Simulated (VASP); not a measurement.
Input of a VASP 6.6.1 run:

INCAR

```
ALGO = Fast
EDIFF = 1E-6
ENCUT = 520
GGA = PS
ISIF = 2
ISMEAR = 0
LASPH = True
LCHARG = True
LELF = True
LREAL = False
LVHAR = True
LWAVE = False
NBANDS = 12
NELM = 80
PREC = Accurate
SIGMA = 0.15
```

The input KPOINTS:

```
k-points
0
Gamma
  20 20 20
```

The input POSCAR:

```
Nb
1.0
    0.0264375000      2.1150000000      2.1150000000
    2.1150000000      0.0264375000      2.1150000000
    2.1414375000      2.1414375000      0.0000000000
Nb
1
Direct
    0.0000000000      0.0000000000      0.0000000000
```

Potentials or basis: VASP PAW PBE potentials, release 64 (Nb_sv).

The run is started by

```sh
$ cat potpaw_PBE.64/Nb_sv/POTCAR > POTCAR
$ mpirun -np 1 vasp_std > vasp.out
```

(1) Estimate the band gap on the k mesh.

(2) Predict the pressure.

## Answers

(1) zero (an odd number of electrons rules out a gap without spin polarisation).

(2) -7.2 GPa.

Caveat: the cell differs from its parent crystal (strain +0.0250 x Voigt [0, 0, 0, 0, 0, 1]); the cell stands under tension; the PAW data sets were made with another functional, which shifts forces and pressure a little.
